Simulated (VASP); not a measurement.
The system is Ge.

```
Ge
1.0
     3.28367    0.00000    0.00000
     0.00000    3.28367    0.00000
     0.00000    0.00000    4.35228
Ge
2
Direct
  0.00000 0.50000 0.74344
  0.50000 0.00000 0.25656
```

| Quantity | Value |
| --- | --- |
| Program | VASP 6.6.1 |
| Task | relaxation of cell and atoms |
| Functional | PBE |
| Potentials or basis | VASP PAW PBE potentials, release 64 (Ge_d) |
| Cutoff | 600 eV |
| k mesh | 6 × 6 × 4 |
| Occupations | gaussian, width 0.1 eV |
| Spin | no spin polarisation |

At the start: pressure -7.1 GPa; volume 23.46 Å³/atom.

Q: How do energy, volume and symmetry change on relaxing?

A: Over 22 steps the energy falls by 186.8 meV/atom and the volume is 19.29 Å³/atom (-17.8 %); space group I4/mmm (No. 139, to 0.05 Å).

The path:
| step | energy change (eV) | largest force (eV/Å) | pressure (GPa) | volume (Å³) |
| --- | --- | --- | --- | --- |
| 1 | 0.0000 | 0.0041 | -7.13 | 46.93 |
| 2 | -0.1937 | 0.1191 | -0.82 | 40.19 |
| 3 | -0.1968 | 0.1237 | -0.03 | 39.43 |
| 4 | -0.1968 | 0.1247 | 0.43 | 39.16 |
| 5 | -0.2082 | 0.1015 | 0.74 | 39.14 |
| 6 | -0.2215 | 0.0191 | 0.20 | 39.02 |
| 7 | -0.2506 | 0.3511 | 0.30 | 38.53 |
| 8 | -0.1755 | 0.3475 | 8.06 | 36.63 |
| 9 | -0.3224 | 0.6213 | 2.33 | 37.83 |
| 10 | -0.3257 | 0.6134 | 1.98 | 37.94 |
| 11 | -0.3309 | 0.5678 | 1.54 | 38.09 |
| 12 | -0.3323 | 0.5117 | 1.41 | 38.19 |
| 13 | -0.3317 | 0.4186 | 0.98 | 38.37 |
| 14 | -0.3328 | 0.4752 | 1.02 | 38.26 |
| 15 | -0.3369 | 0.4579 | 1.02 | 38.34 |
| 16 | -0.3485 | 0.4252 | 0.52 | 38.58 |
| 17 | -0.3608 | 0.2707 | -0.53 | 39.04 |
| 18 | -0.3610 | 0.2464 | -0.78 | 39.11 |
| 19 | -0.3678 | 0.1702 | -0.37 | 38.95 |
| 20 | -0.3726 | 0.0783 | 0.01 | 38.74 |
| 21 | -0.3715 | 0.0705 | 0.70 | 38.33 |
| 22 | -0.3737 | 0.0152 | 0.18 | 38.58 |

Final structure:
```
Ge
1.0
     2.77111    0.00000    0.00000
     0.00000    2.77111    0.00000
     0.00000    0.00000    5.02428
Ge
2
Direct
  0.00000 0.50000 0.75055
  0.50000 0.00000 0.24945
```

Caveat: the k points lie up to 0.38 Å⁻¹ apart in the final cell; the volume moved by over 15 % at a fixed basis, so the end points are rough.
